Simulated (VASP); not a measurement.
# AlRu (Pm-3m) in VASP: single point with r2SCAN

Aim: the single point of AlRu with r2SCAN.

Everything below comes from runs of VASP 6.6.1. Logs are shortened: lines on timing, memory, paths and dates and some standing lists are left out, and cuts for length are marked.

## (1) The cell of the first run

The structure is cubic, space group Pm-3m (No. 221). The conventional cell has a = 2.961 Å, b = 2.961 Å, c = 2.961 Å, α = 90.00°, β = 90.00°, γ = 90.00°. Within 3.4 Å of Ru (site symmetry m-3m) lie 8 Al at 2.56 Å and 6 Ru at 2.96 Å. Within 3.4 Å of Al (site symmetry m-3m) lie 8 Ru at 2.56 Å and 6 Al at 2.96 Å.

## (2) Single point, r2SCAN

The input, POSCAR:

```
AlRu
1.0
    2.9614810000      0.0000000000      0.0000000000
    0.0000000000      2.9614810000      0.0000000000
    0.0000000000      0.0000000000      2.9614810000
Ru Al
1 1
Direct
    0.5000000000      0.5000000000      0.5000000000
    0.0000000000      0.0000000000      0.0000000000
```

The input, INCAR.step1:

```
PREC     = Accurate       # precision mode
ENCUT    = 520            # plane-wave cutoff, eV
ISMEAR   = 1              # smearing method
SIGMA    = 0.0125         # smearing width, eV
LREAL    = False          # projectors in reciprocal space
LASPH    = True           # aspherical terms in the spheres
NELM     = 60             # most SCF steps
NBANDS   = 16             # bands
GGA      = PE             # functional
ALGO     = Normal         # electronic algorithm
EDIFF    = 1E-4           # SCF threshold, eV
LWAVE    = True           # write WAVECAR
LCHARG   = False          # write CHGCAR
```

The input, INCAR.step2:

```
PREC     = Accurate       # precision mode
ENCUT    = 520            # plane-wave cutoff, eV
EDIFF    = 1E-6           # SCF threshold, eV
ISMEAR   = 1              # smearing method
SIGMA    = 0.0125         # smearing width, eV
LREAL    = False          # projectors in reciprocal space
LASPH    = True           # aspherical terms in the spheres
NELM     = 60             # most SCF steps
ALGO     = Normal         # electronic algorithm
ISIF     = 2              # what is computed and relaxed
LWAVE    = False          # write WAVECAR
LCHARG   = False          # write CHGCAR
METAGGA  = R2SCAN         # meta-GGA
LMIXTAU  = True         
NBANDS   = 16             # bands
ISTART   = 1
```

The input, KPOINTS:

```
Automatic mesh
0
Gamma
  10 10 10
```

Potentials or basis: VASP PAW PBE potentials, release 64 (Ru_pv, Al).

Command:

```bash
> cat potpaw_PBE.64/Ru_pv/POTCAR potpaw_PBE.64/Al/POTCAR > POTCAR
> cp INCAR.step1 INCAR
> mpirun -np 1 vasp_std > vasp.out
> cp INCAR.step2 INCAR
> mpirun -np 1 vasp_std > vasp.out
```

OUTCAR:

```text
PREC = Accurate
   ENCUT = 520
   EDIFF = 1E-6
   ISMEAR = 1
   LREAL = False
   LASPH = True
   NELM = 60
   ISIF = 2
   METAGGA = R2SCAN
   ISTART = 1

 ion  position               nearest neighbor table
   1  0.500  0.500  0.500-   2 2.56   2 2.56   2 2.56   2 2.56   2 2.56   2 2.56   2 2.56   2 2.56

   2  0.000  0.000  0.000-   1 2.56   1 2.56   1 2.56   1 2.56   1 2.56   1 2.56   1 2.56   1 2.56

  LATTYP: Found a simple cubic cell.
 ALAT       =     2.9614810000

  Lattice vectors:

 A1 = (   2.9614810000,   0.0000000000,   0.0000000000)
 A2 = (   0.0000000000,   2.9614810000,   0.0000000000)
 A3 = (   0.0000000000,   0.0000000000,   2.9614810000)

Analysis of symmetry for initial positions (statically):
=====================================================================
 Subroutine PRICEL returns:
 Original cell was already a primitive cell.

 Routine SETGRP: Setting up the symmetry group for a
 simple cubic supercell.

 Subroutine GETGRP returns: Found 48 space group operations
 (whereof 48 operations were pure point group operations)
 out of a pool of 48 trial point group operations.

The static configuration has the point symmetry O_h .

Analysis of symmetry for dynamics (positions and initial velocities):
=====================================================================
 Subroutine PRICEL returns:
 Original cell was already a primitive cell.

 Routine SETGRP: Setting up the symmetry group for a
 simple cubic supercell.

 Subroutine GETGRP returns: Found 48 space group operations
 (whereof 48 operations were pure point group operations)
 out of a pool of 48 trial point group operations.

The dynamic configuration has the point symmetry O_h .

 Subroutine INISYM returns: Found 48 space group operations
 (whereof 48 operations are pure point group operations),
 and found     1 'primitive' translations

----------------------------------------------------------------------------------------

                                     Primitive cell

  volume of cell :      25.9733

  direct lattice vectors                    reciprocal lattice vectors
     2.961481000  0.000000000  0.000000000     0.337668889  0.000000000  0.000000000
     0.000000000  2.961481000  0.000000000     0.000000000  0.337668889  0.000000000
     0.000000000  0.000000000  2.961481000     0.000000000  0.000000000  0.337668889

  length of vectors
     2.961481000  2.961481000  2.961481000     0.337668889  0.337668889  0.337668889

  position of ions in fractional coordinates (direct lattice)
     0.500000000  0.500000000  0.500000000
     0.000000000  0.000000000  0.000000000

  ion indices of the primitive-cell ions
   primitive index   ion index
                 1           1
                 2           2

----------------------------------------------------------------------------------------

 KPOINTS: Automatic mesh

Automatic generation of k-mesh.
 Grid dimensions read from file:
 generate k-points for:   10   10   10

 Generating k-lattice:

  Cartesian coordinates                     Fractional coordinates (reciprocal lattice)
     0.033766889  0.000000000  0.000000000     0.100000000  0.000000000  0.000000000
     0.000000000  0.033766889  0.000000000     0.000000000  0.100000000  0.000000000
     0.000000000  0.000000000  0.033766889     0.000000000  0.000000000  0.100000000

  Length of vectors
     0.033766889  0.033766889  0.033766889

  Shift w.r.t. Gamma in fractional coordinates (k-lattice)
     0.000000000  0.000000000  0.000000000

 Subroutine IBZKPT returns following result:
 ===========================================

 Found     56 irreducible k-points:

 Following reciprocal coordinates:
            Coordinates               Weight
  0.000000  0.000000  0.000000      1.000000
  0.100000  0.000000  0.000000      6.000000
  0.200000  0.000000  0.000000      6.000000
  0.300000  0.000000  0.000000      6.000000
  0.400000  0.000000  0.000000      6.000000
  0.500000  0.000000  0.000000      3.000000
[... 16 lines left out ...]
  0.200000  0.100000  0.100000     24.000000
  0.300000  0.100000  0.100000     24.000000
 [... further k-points ...]
   k-points           NKPTS =     56   k-points in BZ     NKDIM =     56   number of bands    NBANDS=     16
   number of dos      NEDOS =    301   number of ions     NIONS =      2
   total plane-waves  NPLWV =  13824
   dimension x,y,z NGX =    24 NGY =   24 NGZ =   24
   dimension x,y,z NGXF=    48 NGYF=   48 NGZF=   48
   ions per type =               1   1
   NGX,Y,Z   is equivalent  to a cutoff of  13.47, 13.47, 13.47 a.u.
   NGXF,Y,Z  is equivalent  to a cutoff of  26.95, 26.95, 26.95 a.u.
 SYSTEM =  unknown system
   PREC   = accura    normal or accurate (medium, high low for compatibility)
   ISTART =      1    job   : 0-new  1-cont  2-samecut
   ICHARG =      0    charge: 1-file 2-atom 10-const
   ISPIN  =      1    spin polarized calculation?
   LNONCOLLINEAR =      F non collinear calculations
   LSORBIT =      F    spin-orbit coupling
   LASPH  =      T    aspherical Exc in radial PAW
   ENCUT  =  520.0 eV  38.22 Ry    6.18 a.u.   5.51  5.51  5.51*2*pi/ulx,y,z
   NELM   =     60;   NELMIN=  2; NELMDL=  0     # of ELM steps
   EDIFF  = 0.1E-05   stopping-criterion for ELM
   LREAL  =      F    real-space projection
   EDIFFG = 0.1E-04   stopping-criterion for IOM
   NSW    =      0    number of steps for IOM
   IBRION =     -1    ionic relax: 0-MD 1-quasi-New 2-CG
   NFREE  =      0    steps in history (QN), initial steepest desc. (CG)
   ISIF   =      2    stress and relaxation
   ISYM   =      2    0-nonsym 1-usesym 2-fastsym
   POTIM  = 0.5000    time-step for ionic-motion
   TEBEG  =    0.0;   TEEND  =   0.0 temperature during run
   PSTRESS=    0.0 pullay stress
   NELECT =      17.0000    total number of electrons
   NUPDOWN=      -1.0000    fix difference up-down
   EMIN   =  10.00;   EMAX   =-10.00  energy-range for DOS
   EFERMI =   0.00;   METHOD = LEGACY
   ISMEAR =     1;   SIGMA  =   0.01  broadening in eV -4-tet -1-fermi 0-gaus
   EFERMI_NEDOS =   21; number of points for ismear=-14 and -15
   IALGO  =     38    algorithm
   IMIX   =      4    mixing-type and parameters
     AMIX     =   0.40;   BMIX     =  1.00
     AMIX_MAG =   1.60;   BMIX_MAG =  1.00
  volume/ion in A,a.u.               =      12.99        87.64
  Fermi-wavevector in a.u.,A,eV,Ry     =   1.421397  2.686052 27.488811  2.020371
  Thomas-Fermi vector in A             =   2.542211
   LORBIT       =      0    0 simple, 1 ext, 2 COOP (PROOUT), +10 PAW based schemes
   METAGGA = R2SCAN    functional components
   LHFCALC =     F    Hartree Fock is set to
   AEXX    =    0.0000 exact exchange contribution
   IVDW    =     0    specifies the selected vdW correction
   LEPSILON=     F    determine dielectric tensor
   LRPA    =     F    only Hartree local field effects (RPA)
 non-spin polarized calculation
 Methfessel and Paxton  Order N= 1 SIGMA  =   0.01
  energy-cutoff  :      520.00
  volume of cell :       25.97
 maximum number of plane-waves:       739
 NGX is ok and might be reduce to    24
   NGX = 11   NGY = 11   NGZ = 11

 number of electron      16.9999997 magnetization

 Free energy of the ion-electron system (eV)
  ---------------------------------------------------
  ext. energy  EPLUGINS =         0.00000000
  ---------------------------------------------------
  free energy    TOTEN  =       -33.60729099 eV

  energy without entropy =      -33.60728840  energy(sigma->0) =      -33.60729012

 E-fermi :  10.9810     XC(G=0): -13.7882

 val. band max:       10.9796935920   @ k =   0.5000   0.2000   0.2000
 cond. band min:      11.0030350843   @ k =   0.5000   0.1000   0.1000
 fundamental gap:      0.0233414923
 Fermi energy:        10.9810047438

 k-point     1 :       0.0000    0.0000    0.0000
  band No.  band energies     occupation
      1     -32.1064      2.00000
      2     -32.1064      2.00000
      3     -32.1064      2.00000
      4       0.6480      2.00000
      5       7.1327      2.00000
      6       7.1327      2.00000
[... 8 lines left out ...]
     15      22.6589      0.00000
     16      28.0882      0.00000

 k-point     2 :       0.1000    0.0000    0.0000
  band No.  band energies     occupation
      1     -32.1315      2.00000
      2     -32.1042      2.00000
      3     -32.1042      2.00000
      4       0.8564      2.00000
      5       7.2019      2.00000
      6       7.2085      2.00000
[... 8 lines left out ...]
     15      23.4162      0.00000
     16      28.7006      0.00000

 k-point     3 :       0.2000    0.0000    0.0000
  band No.  band energies     occupation
      1     -32.1968      2.00000
      2     -32.0986      2.00000
      3     -32.0986      2.00000
      4       1.4616      2.00000
      5       7.2939      2.00000
      6       7.4167      2.00000
[... 8 lines left out ...]
     15      24.4813      0.00000
     16      29.6841      0.00000

 k-point     4 :       0.3000    0.0000    0.0000
  band No.  band energies     occupation
      1     -32.2768      2.00000
      2     -32.0916      2.00000
      3     -32.0916      2.00000
      4       2.4066      2.00000
      5       7.0710      2.00000
      6       7.6968      2.00000
[... 8 lines left out ...]
     15      25.1412      0.00000
     16      27.8182      0.00000
[... 324 lines left out ...]
 k-point    22 :       0.1000    0.1000    0.1000
  band No.  band energies     occupation
      1     -32.1292      2.00000
      2     -32.1258      2.00000
      3     -32.1258      2.00000
      4       1.2636      2.00000
      5       7.3590      2.00000
      6       7.3590      2.00000
[... 8 lines left out ...]
     15      23.3462      0.00000
     16      29.6705      0.00000

 k-point    23 :       0.2000    0.1000    0.1000
  band No.  band energies     occupation
      1     -32.1918      2.00000
      2     -32.1220      2.00000
      3     -32.1200      2.00000
      4       1.8477      2.00000
      5       7.4798      2.00000
      6       7.5568      2.00000
[... 8 lines left out ...]
     15      24.9719      0.00000
     16      28.5097      0.00000

 k-point    24 :       0.3000    0.1000    0.1000
  band No.  band energies     occupation
      1     -32.2710      2.00000
      2     -32.1146      2.00000
      3     -32.1128      2.00000
      4       2.7540      2.00000
      5       7.2138      2.00000
      6       7.8344      2.00000
[... 8 lines left out ...]
     15      25.9426      0.00000
     16      26.7362      0.00000

 [... further k-points ...]
[... 5 lines left out ...]
  --------------------------------------------------------------------------------------
  -------------------------------------------------------------------------------------
  Total        0.8225328      0.8225328      0.8225328     -0.0000000     -0.0000000      0.0000000
  in kB       50.7384236     50.7384236     50.7384236     -0.0000000     -0.0000000      0.0000000
  external PRESSURE =      50.7384236 kB  Pullay stress =       0.0000000 kB

 VOLUME and BASIS-vectors are now :
 -----------------------------------------------------------------------------
  energy-cutoff  :      520.00
  volume of cell :       25.97
      direct lattice vectors                 reciprocal lattice vectors
     2.961481000  0.000000000  0.000000000     0.337668889  0.000000000  0.000000000
     0.000000000  2.961481000  0.000000000     0.000000000  0.337668889  0.000000000
     0.000000000  0.000000000  2.961481000     0.000000000  0.000000000  0.337668889

 POSITION                                       TOTAL-FORCE (eV/Angst)
 -----------------------------------------------------------------------------------
      1.48074      1.48074      1.48074         0.000000      0.000000      0.000000
      0.00000      0.00000      0.00000         0.000000      0.000000      0.000000
 -----------------------------------------------------------------------------------
    total drift:                                0.000000     -0.000000     -0.000000

  FREE ENERGIE OF THE ION-ELECTRON SYSTEM (eV)
  ---------------------------------------------------
  free  energy   TOTEN  =       -33.6072909865 eV

  energy  without entropy=      -33.6072883978  energy(sigma->0) =      -33.60729012
```

Run time: 46 s. Hardware: 1 thread of AMD EPYC 9R45 (Zen 5), shared host; peak memory 0.13 GiB.

What came out:

- Free energy: -33.6073 eV
- Pressure: 5.1 GPa

Caveat: the PAW data sets were made with another functional, which shifts forces and pressure a little.
